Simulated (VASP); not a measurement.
A run of VASP 6.6.1:

INCAR

```
SYSTEM = GdSn
ALGO     = Normal         ! electronic algorithm
EDIFF    = 1E-7           ! SCF threshold, eV
ENCUT    = 520            ! plane-wave cutoff, eV
GGA      = PE             ! functional
ISIF     = 2              ! what is computed and relaxed
ISMEAR   = 0              ! smearing method
ISPIN    = 2              ! spin polarisation
LASPH    = .TRUE.         ! aspherical terms in the spheres
LCHARG   = .FALSE.        ! write CHGCAR
LDAU     = .TRUE.         ! DFT+U
LDAUJ    = 0 0          
LDAUL    = 3 -1           ! shell
LDAUPRINT= 1            
LDAUTYPE = 2            
LDAUU    = 6 0            ! U, eV
LMAXMIX  = 6              ! l up to which the mixer works
LORBIT   = 11             ! projections on sites
LREAL    = .FALSE.        ! projectors in reciprocal space
LWAVE    = .FALSE.        ! write WAVECAR
MAGMOM   = 8.03 -0.01     ! initial moments
NBANDS   = 27             ! bands
NELM     = 150            ! most SCF steps
PREC     = Accurate       ! precision mode
SIGMA    = 0.05           ! smearing width, eV
```

The input KPOINTS:

```
k-points
0
G
  8 8 8
  0 0 0
```

POSCAR

```
GdSn
1.0
    3.8246667891      0.0000000000      0.0000000000
    0.0000000000      3.8246667891      0.0000000000
    0.0000000000      0.0000000000      3.8246667891
Gd Sn
1 1
Direct
    0.0000000000      0.0000000000      0.0000000000
    0.5000000000      0.5000000000      0.5000000000
```

Potentials or basis: VASP PAW PBE potentials, release 64 (Gd, Sn_d).

Launch:

```sh
$ cat potpaw_PBE.64/Gd/POTCAR potpaw_PBE.64/Sn_d/POTCAR > POTCAR
$ mpirun -np 1 vasp_std > vasp.out
```

Hardware: 1 thread of Oxide Virtual Turin-like Processor, on a shared host.

Question: How long does it take, and how much memory?

Answer: Run time: 2.6 min on 1 thread of Oxide Virtual Turin-like Processor, with other jobs on the host, peak memory 0.21 GiB. Counts: scf iterations 20, k points 35.
